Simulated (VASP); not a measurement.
SrIn2Te2S2, 7 atoms in the cell. Symmetry: C2/m, No. 12, monoclinic system. Conventional cell: a = 13.034 Å, b = 5.537 Å, c = 7.137 Å, α = 90.00°, β = 117.43°, γ = 90.00°. Within 3.9 Å of Sr (site symmetry 2/m) lie 2 S at 2.98 Å and 4 Te at 3.38 Å. Within 3.3 Å of In (site symmetry m) lie 3 S at 2.48 to 2.80 Å and 2 Te at 2.86 to 2.89 Å. Te (site symmetry m) has 2 In at 2.86 to 2.89 Å and 2 Sr at 3.38 Å and 1 Te at 3.90 Å within 3.9 Å. Within 3.3 Å of S (site symmetry m) lie 3 In at 2.48 to 2.80 Å and 1 Sr at 2.98 Å. 

| Property | Result |
| --- | --- |
| Program | VASP 6.6.1 |
| Task | single point |
| Functional | PBE |
| Potentials or basis | VASP PAW PBE potentials, release 64 (Sr_sv, In_d, Te, S) |
| Cutoff | 520 eV |
| k mesh | 4 × 4 × 2 |
| Occupations | gaussian, width 0.1 eV |
| Spin | no spin polarisation |
| Dipole correction | no |
| Further INCAR settings | ALGO = Normal; EDIFF = 1e-06; NBANDS = 39 |

Potentials or basis: VASP PAW PBE potentials, release 64 (Sr_sv, In_d, Te, S).

The run is started by

```console
$ cat potpaw_PBE.64/Sr_sv/POTCAR potpaw_PBE.64/In_d/POTCAR potpaw_PBE.64/Te/POTCAR potpaw_PBE.64/S/POTCAR > POTCAR
$ mpirun -np 1 vasp_std > vasp.out
```

Hardware: 1 thread of Intel(R) Xeon(R) Platinum 8375C CPU @ 2.90GHz (Ice Lake) (shared host).

Problem. Estimate the wall time of this run.

Solution. Wall time 3.2 min on 1 thread of Intel(R) Xeon(R) Platinum 8375C CPU @ 2.90GHz (Ice Lake), on a shared host, peak memory 0.42 GiB. Counts: scf iterations 16, k points 14.
